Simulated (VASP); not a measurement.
A run of VASP 6.6.1:

INCAR

```
SYSTEM = Gd
  PREC = Accurate
  ENCUT = 520
  EDIFF = 1E-7
  ISMEAR = -1
  SIGMA = 0.1
  LREAL = .False.
  LASPH = .True.
  NELM = 150
  ALGO = Normal
  ISIF = 2
  LWAVE = .False.
  LCHARG = .False.
  ISPIN = 2
  MAGMOM = 7
  LORBIT = 11
  LMAXMIX = 6
  GGA = PS
  NBANDS = 19
```

The input KPOINTS:

```
regular mesh
0
Gamma
  10 10 10
  0 0 0
```

POSCAR

```
Gd
1.0
    0.0000000000      2.6309962726      2.6309962726
    2.6309962726      0.0000000000      2.6309962726
    2.6309962726      2.6309962726      0.0000000000
Gd
1
Direct
    0.0000000000      0.0000000000      0.0000000000
```

Potentials or basis: VASP PAW PBE potentials, release 64 (Gd).

Command:

```console
$ cat potpaw_PBE.64/Gd/POTCAR > POTCAR
$ mpirun -np 1 vasp_std > vasp.out
```

Hardware: 1 thread of Intel(R) Xeon(R) Platinum 8488C (Sapphire Rapids), on a shared host.

Estimate the wall time of this run.

Run time: 96 s on 1 thread of Intel(R) Xeon(R) Platinum 8488C (Sapphire Rapids) (shared host), peak memory 0.21 GiB. Counts: scf iterations 23, k points 47.
